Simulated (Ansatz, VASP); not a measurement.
# Two plane-wave programs on La2O3

The input INCAR:

```
PREC = Accurate ; ENCUT = 600
EDIFF = 1E-6 ; ISMEAR = 0
SIGMA = 0.02 ; LREAL = False
LASPH = True ; NELM = 60
ALGO = Normal ; ISIF = 3
LWAVE = False ; LCHARG = False
GGA = PE ; IBRION = 2
NSW = 100 ; EDIFFG = -0.01
```

File KPOINTS:

```
Automatic mesh
0
Gamma
  6 6 8
```

Contents of POSCAR:

```
La2O3
1.0
    6.2667802800      0.0000000000      0.0000000000
   -3.1333901400      5.4271909200      0.0000000000
    0.0000000000      0.0000000000      3.2997660600
La O
2 3
Direct
    0.3333333300      0.6666666700      0.5000000000
    0.6666666700      0.3333333300      0.5000000000
    0.4919859900      0.4919859900      0.0000000000
    0.0000000000      0.5080140100      0.0000000000
    0.5080140100      0.0000000000      0.0000000000
```

Input for Ansatz:

```yaml
crystal:
  lattice:
    - [6.26678028, 0.0, 0.0]
    - [-3.13339014, 5.42719092, 0.0]
    - [0.0, 0.0, 3.29976606]
  atoms:
    - { symbol: La, position: [0.33333333, 0.66666667, 0.5] }
    - { symbol: La, position: [0.66666667, 0.33333333, 0.5] }
    - { symbol: O, position: [0.49198599, 0.49198599, 0.0] }
    - { symbol: O, position: [0.0, 0.50801401, 0.0] }
    - { symbol: O, position: [0.50801401, 0.0, 0.0] }
basis:
  ecutwfc: 420
kpoints:
  mp_grid: { grid: [6, 6, 8] }
hamiltonian:
  xc: pbe
scf:
  occupations: { method: gaussian, width: 0.02 }
output:
  forces: true
  stress: true
  eigenvalues: true
relax:
  adjacent_minimum: "off"
  f_tol: 0.01
  max_steps: 80
  cell: { stress_tol: 0.05 }
```

Alike in both runs: task relaxation of cell and atoms; functional PBE; k mesh 6 × 6 × 8; occupations gaussian, width 0.02 eV; no spin polarisation.

```csv
,VASP,Ansatz
version,VASP 6.6.1,Ansatz 0.2.0
potentials or method,"VASP PAW PBE potentials, release 64 (La, O), cutoff 600 eV","scalar-relativistic, plane waves, PAW"
valence electrons in the cell,40,40
```

```tsv
	VASP	Ansatz	Ansatz less VASP
gap on the k mesh at the Fermi level, each at its own relaxed structure (eV)	1.62	1.62	0.000
relaxed volume (Å³/atom)	23.04	23.11	+0.076
relaxed cell length with the largest relative difference (Å)	6.364	6.372	+0.0080
```

Spin-orbit coupling is off throughout.
